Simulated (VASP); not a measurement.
Wanted: the native input for a VASP 6.6.1 run.

```
Task                   : single point
Functional             : PBE
Potentials or basis    : VASP PAW PBE potentials, release 64 (Fe, Mg)
Cutoff                 : 520 eV
k mesh                 : 5 × 5 × 6
Occupations            : fermi-dirac, width 0.05 eV
Spin                   : collinear spin, ferromagnetic start
Starting moments       : [3.0, 0.0, 0.0, 0.0, 0.0, 0.0, 0.0, 0.0] μB
Dipole correction      : no
Further INCAR settings : ALGO = Fast; EDIFF = 1e-06; NBANDS = 25
```

The structure of Mg7Fe lies in POSCAR:

```
Mg7Fe
1.0
    6.0890355915      0.0000000000      0.0000000000
   -3.0445177958      5.2732595068      0.0000000000
    0.0000000000      0.0000000000      4.8759464167
Fe Mg
1 7
Direct
    0.0000000000      0.0000000000      0.0000000000
    0.3333333333      0.6666666667      0.5000000000
    0.8431255000      0.6862510000      0.5000000000
    0.8431255000      0.1568745000      0.5000000000
    0.3137490000      0.1568745000      0.5000000000
    0.9992970000      0.4996485000      0.0000000000
    0.5003515000      0.4996485000      0.0000000000
    0.5003515000      0.0007030000      0.0000000000
```

One way to write it, as run:

INCAR

```
PREC = Accurate
ENCUT = 520
EDIFF = 1E-6
ISMEAR = -1
SIGMA = 0.05
LREAL = False
LASPH = True
NELM = 150
ALGO = Fast
ISIF = 2
LWAVE = False
LCHARG = False
ISPIN = 2
MAGMOM = 3 0 0 0 0 0 0 0
LORBIT = 11
LMAXMIX = 4
GGA = PE
NBANDS = 25
```

KPOINTS

```
Automatic mesh
0
Gamma
  5 5 6
```

Potentials or basis: VASP PAW PBE potentials, release 64 (Fe, Mg).

Launch:

```console
$ cat potpaw_PBE.64/Fe/POTCAR potpaw_PBE.64/Mg/POTCAR > POTCAR
$ mpirun -np 1 vasp_std > vasp.out
```

It gave:

```yaml
Pressure: 2.4 GPa
Largest_force: 0.170 eV/Å
Net_moment: 2.38 μB per cell
Site_moments: Fe +2.57; Mg +0.01, -0.01 (each value once) μB
Valence_electrons_inside_the_program's_atomic_spheres: Fe 6.79; Mg 0.39, 0.38 (each value once)
```

It took 110 s on 1 thread of Intel(R) Xeon(R) 6975P-C (Granite Rapids), with other jobs on the host, peak memory 0.41 GiB.
